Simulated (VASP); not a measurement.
Input of a VASP 6.6.1 run:

INCAR

```
ALGO = Normal ; EDIFF = 1E-6
ENCUT = 520 ; ISIF = 2
ISMEAR = -1 ; LASPH = T
LCHARG = F ; LREAL = F
LWAVE = F ; NBANDS = 13
NELM = 60 ; PREC = Accurate
SIGMA = 0.1
```

Contents of KPOINTS:

```
k-points
0
Gamma
  13 13 13
```

The input POSCAR:

```
Se
1.0
    0.0000000000      2.4203940357      2.4203940357
    2.4203940357      0.0000000000      2.4203940357
    2.4203940357      2.4203940357      0.0000000000
Se
2
Direct
   -0.1250000000     -0.1250000000     -0.1250000000
    0.1250000000      0.1250000000      0.1250000000
```

Potentials or basis: VASP PAW LDA potentials, release 64 (Se).

The run is started by

```bash
$ cat potpaw_LDA.64/Se/POTCAR > POTCAR
$ mpirun -np 1 vasp_std > vasp.out
```

Q: Estimate the band gap on the k mesh.

A: Zero (bands 6 and 7 overlap by 4.43 eV).

Q: What does it give for the pressure?

A: 142.6 GPa.

Caveat: the cell stands under pressure.
